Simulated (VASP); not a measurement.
TlInGaAs3: relaxation of cell and atoms with PBEsol

TlInGaAs3:

```
Tl In Ga As
1.0
    -4.22212   -4.22212    0.00000
    -4.22212    4.22212    0.00000
     2.11106    2.11106   -9.05462
Tl In Ga As
2 2 2 6
Direct
  0.16216 0.50000 0.32433
  0.33784 0.00000 0.67567
  0.66216 0.00000 0.32433
  0.83784 0.50000 0.67567
  0.50000 0.50000 0.00000
  0.00000 0.00000 0.00000
  0.00000 0.25000 0.50000
  0.50000 0.75000 0.50000
  0.17641 0.75000 0.85282
  0.67641 0.25000 0.85282
  0.82359 0.75000 0.14718
  0.32359 0.25000 0.14718
```

```
Program                : VASP 6.6.1
Task                   : relaxation of cell and atoms
Functional             : PBEsol
Potentials or basis    : VASP PAW PBE potentials, release 64 (Tl_d, In_d, Ga_d, As)
Cutoff                 : 500 eV
k mesh                 : 6 × 6 × 6
Occupations            : gaussian, width 0.1 eV
Spin                   : no spin polarisation
Dipole correction      : no
Further INCAR settings : ALGO = Normal; EDIFF = 1e-07; IBRION = 2; EDIFFG = -0.015; NSW = 80; ISIF = 3
```

```
Relaxed volume                        : 26.93 Å³/atom
Relaxed cell                          : a = 5.975 Å, b = 5.975 Å, c = 9.532 Å, α = 90.00°, β = 108.27°, γ = 90.00°
Space group after relaxing (to 0.1 Å) : C222_1 (No. 20)
Energy gained by relaxing             : 2.8 meV/atom
Ionic steps                           : 6
Pressure after relaxing               : 0.0 GPa
Largest force after relaxing          : 0.012 eV/Å
```

Forces on the atoms (eV/Å):
```
Tl   0.000  0.000  0.007
Tl   0.000  0.000 -0.007
In   0.000  0.000 -0.007
In   0.000  0.000  0.007
Ga   0.000  0.000 -0.012
Ga   0.000  0.000  0.012
As  -0.004 -0.004  0.000
As   0.004  0.004  0.000
As   0.004 -0.007  0.000
As  -0.004  0.007  0.000
As  -0.007  0.004  0.000
As   0.007 -0.004  0.000
```

Step by step:
| step | energy change (eV) | largest force (eV/Å) | pressure (GPa) | volume (Å³) |
| --- | --- | --- | --- | --- |
| 1 | 0.0000 | 0.3912 | 0.07 | 322.82 |
| 2 | -0.0228 | 0.2142 | -0.03 | 323.37 |
| 3 | -0.0334 | 0.0329 | -0.15 | 324.07 |
| 4 | -0.0339 | 0.0121 | 0.10 | 322.60 |
| 5 | -0.0340 | 0.0180 | 0.02 | 323.06 |
| 6 | -0.0341 | 0.0121 | 0.01 | 323.12 |

Final structure:
```
Tl In Ga As
1.0
    -4.22509   -4.22509    0.00000
    -4.22466    4.22466    0.00000
     2.11254    2.11254   -9.05119
Tl In Ga As
2 2 2 6
Direct
  0.16211 0.50000 0.32421
  0.33789 0.00000 0.67579
  0.66226 0.00000 0.32453
  0.83774 0.50000 0.67547
  0.50003 0.50000 0.00005
  0.99997 0.00000 0.99995
  0.99284 0.25000 0.50000
  0.50716 0.75000 0.50000
  0.17287 0.74598 0.85276
  0.67988 0.25402 0.85276
  0.82012 0.75402 0.14724
  0.32713 0.24598 0.14724
```

Levels at points of the mesh, in eV from the Fermi level:
```csv
k point,band 52,band 53,band 54,band 55,band 56,band 57
"(0.00, 0.00, 0.00)",-0.84,-0.23,-0.03,-0.01,1.23,1.41
"(0.50, 0.00, 0.00)",-1.36,-1.10,-1.09,1.80,2.07,2.35
"(0.00, 0.50, 0.00)",-1.54,-1.38,-1.38,1.79,1.79,2.15
"(0.50, 0.50, 0.00)",-0.91,-0.82,-0.82,0.33,0.33,1.52
"(0.00, 0.00, 0.50)",-1.06,-0.73,-0.71,1.10,1.32,1.42
"(0.00, 0.50, 0.50)",-1.26,-0.97,-0.97,2.05,2.05,2.46
```

It took 27 min on 4 MPI ranks on Intel(R) Xeon(R) Platinum 8559C (Emerald Rapids), on a shared host, peak memory 1.1 GiB a rank.

Caveat: the PAW data sets were made with another functional, which shifts forces and pressure a little; spin-orbit coupling is left out, which moves the levels of the heavy elements.
